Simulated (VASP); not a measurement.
Set up this calculation in VASP 6.6.1, as the native input.

* Task: single point
* Functional: PBE
* Potentials or basis: VASP PAW PBE potentials, release 64 (Sr_sv, V_sv, O)
* Cutoff: 520 eV
* k mesh: 6 × 6 × 6
* Occupations: gaussian, width 0.1 eV
* Spin: collinear spin, ferromagnetic start
* Starting moments: [0.0, 1.0, 0.0, 0.0, 0.0] μB
* Hubbard terms: V d U = 3.25 eV
* Dipole correction: no
* Further INCAR settings: ALGO = Normal; EDIFF = 1e-07; NBANDS = 32

The structure of SrVO3 lies in POSCAR:

```
SrVO3
1.0
    3.7538000000      0.0000000000      0.0000000000
    0.0000000000      3.7538000000      0.0000000000
    0.0000000000      0.0000000000      3.7538000000
Sr V O
1 1 3
Direct
    0.0000000000      0.0000000000      0.0000000000
    0.5000000000      0.5000000000      0.5000000000
    0.5000000000      0.5000000000      0.0000000000
    0.5000000000      0.0000000000      0.5000000000
    0.0000000000      0.5000000000      0.5000000000
```

The input as run:

INCAR

```
ALGO     = Normal         # electronic algorithm
EDIFF    = 1E-7           # SCF threshold, eV
ENCUT    = 520            # plane-wave cutoff, eV
GGA      = PE             # functional
ISIF     = 2              # what is computed and relaxed
ISMEAR   = 0              # smearing method
ISPIN    = 2              # spin polarisation
LASPH    = T              # aspherical terms in the spheres
LCHARG   = F              # write CHGCAR
LDAU     = T              # DFT+U
LDAUJ    = 0 0 0        
LDAUL    = -1 2 -1        # shell
LDAUPRINT= 1            
LDAUTYPE = 2            
LDAUU    = 0 3.25 0       # U, eV
LMAXMIX  = 4              # l up to which the mixer works
LORBIT   = 11             # projections on sites
LREAL    = F              # projectors in reciprocal space
LWAVE    = F              # write WAVECAR
MAGMOM   = 0 1 0 0 0      # initial moments
NBANDS   = 32             # bands
NELM     = 150            # most SCF steps
PREC     = Accurate       # precision mode
SIGMA    = 0.1            # smearing width, eV
```

KPOINTS

```
k-points
0
Gamma
  6 6 6
```

Potentials or basis: VASP PAW PBE potentials, release 64 (Sr_sv, V_sv, O).

Launch:

```bash
$ cat potpaw_PBE.64/Sr_sv/POTCAR potpaw_PBE.64/V_sv/POTCAR potpaw_PBE.64/O/POTCAR > POTCAR
$ mpirun -np 1 vasp_std > vasp.out
```

It gave:

```json
{
 "Pressure": "24.8 GPa",
 "Band gap on the k mesh": "zero (filled and empty bands overlap)",
 "Net moment": "1.00 μB per cell",
 "Site moments": "Sr +0.00; V +1.07; O -0.04 μB",
 "Valence electrons inside the program's atomic spheres": "Sr 8.08; V 11.70; O 5.11"
}
```

Caveat: the cell stands under pressure.

Wall time 2.2 min on 1 thread of AMD EPYC 7R43 64-Core Processor (Zen 3), on a shared host, peak memory 0.17 GiB.
